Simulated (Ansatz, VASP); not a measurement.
LiCl: VASP beside Ansatz

```xyz
2
Lattice="-0.0256 2.5648 2.5648 2.5391 0.0000 2.5391 2.5648 2.5648 -0.0256" Properties=species:S:1:pos:R:3 pbc="T T T"
Li    0.0000    0.0000    0.0000
Cl    2.5391    2.5648    2.5391
```

Change from the starting cell: strain -0.0200 x Voigt [0, 0, 0, 0, 1, 0], atoms carried along.

Alike in both runs: task single point; functional PBE; k mesh 8 × 8 × 8; occupations gaussian, width 0.05 eV; no spin polarisation.

|  | VASP | Ansatz |
| --- | --- | --- |
| version | VASP 6.6.1 | Ansatz 0.2.0 |
| potentials or method | VASP PAW PBE potentials, release 64 (Li_sv, Cl), cutoff 520 eV | scalar-relativistic, plane waves, PAW |
| valence electrons in the cell | 10 | 10 |

Ansatz gave:

- gap on the k mesh at the Fermi level (eV): 6.27
- least direct gap on the mesh (eV): 6.27

What did VASP give for the same quantities?

gap on the k mesh at the Fermi level (eV): 6.28; least direct gap on the mesh (eV): 6.28.

The functional is the same, so the differences come from potentials, cutoffs and numerics.

Noted on VASP's run: the cutoff is short for stress, so the pressure is rough.
